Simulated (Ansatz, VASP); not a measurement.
TiO2 in VASP and in Ansatz

```
CELL_PARAMETERS angstrom
-1.84505 1.84505 5.28110
1.84505 -1.84505 5.28110
1.84505 1.84505 -5.28110
ATOMIC_POSITIONS crystal
Ti 0.00000 0.00000 0.00000
Ti 0.75000 0.25000 0.50000
O 0.20523 0.20523 0.00000
O 0.95523 0.45523 0.50000
O 0.54477 0.04477 0.50000
O 0.79477 0.79477 0.00000
```

Alike in both runs: task single point; functional PBE; k mesh 8 × 8 × 8; occupations gaussian, width 0.05 eV; no spin polarisation; Hubbard terms Ti d U = 4.0 eV.

```csv
,VASP,Ansatz
version,VASP 6.6.1,Ansatz 0.2.0
potentials or method,"VASP PAW PBE potentials, release 64 (Ti_sv, O), cutoff 520 eV","scalar-relativistic, plane waves, PAW"
valence electrons in the cell,48,48
```

```csv
,VASP,Ansatz,Ansatz less VASP
gap on the k mesh at the Fermi level (eV),2.75,2.65,-0.094
least direct gap on the mesh (eV),3.15,3.08,-0.069
pressure (GPa),5.1,0.7,-4.35
"traceless stress, the component that is largest in VASP (GPa)",-14.77,-12.36,+2.405
rms of the force components (eV/Å),0.428,0.432,+0.0039
```

The programs project onto different local orbitals, so the same U acts differently, and such runs can settle in different states. Atom by atom the forces differ by 0.004 eV/Å (rms over components).
